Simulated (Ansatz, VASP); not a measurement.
## Two plane-wave programs on Ba3Hf

```xyz
4
Lattice="5.5858 0.0000 0.0000 0.0000 5.5858 0.0000 0.0000 0.0000 5.5858" Properties=species:S:1:pos:R:3 pbc="T T T"
Ba    0.0000    2.7929    2.7929
Ba    2.7929    0.0000    2.7929
Ba    2.7929    2.7929    0.0000
Hf    0.0000    0.0000    0.0000
```

Alike in both runs: task relaxation of cell and atoms; functional PBE; k mesh 8 × 8 × 8; occupations gaussian, width 0.1 eV; no spin polarisation.

|  | VASP | Ansatz |
| --- | --- | --- |
| version | VASP 6.6.1 | Ansatz 0.2.0 |
| potentials or method | VASP PAW PBE potentials, release 64 (Ba_sv, Hf_pv), cutoff 600 eV | scalar-relativistic, plane waves, PAW |
| valence electrons in the cell | 40 | 56 |

VASP gave:

| Item | Value |
| --- | --- |
| gap on the k mesh at the Fermi level, each at its own relaxed structure (eV) | none |
| relaxed volume (Å³/atom) | 44.26 |
| relaxed cell length with the largest relative difference (Å) | 5.615 |

Q: What did Ansatz give for the same quantities?

A: gap on the k mesh at the Fermi level, each at its own relaxed structure (eV): none; relaxed volume (Å³/atom): 43.57; relaxed cell length with the largest relative difference (Å): 5.586.

A gap of «none» marks a metal or a gap that the smearing closes. VASP's potentials hold 40 valence electrons a cell and Ansatz's 56, so a difference there can come from the potentials and not from the codes.

Neither program's run includes spin-orbit coupling.
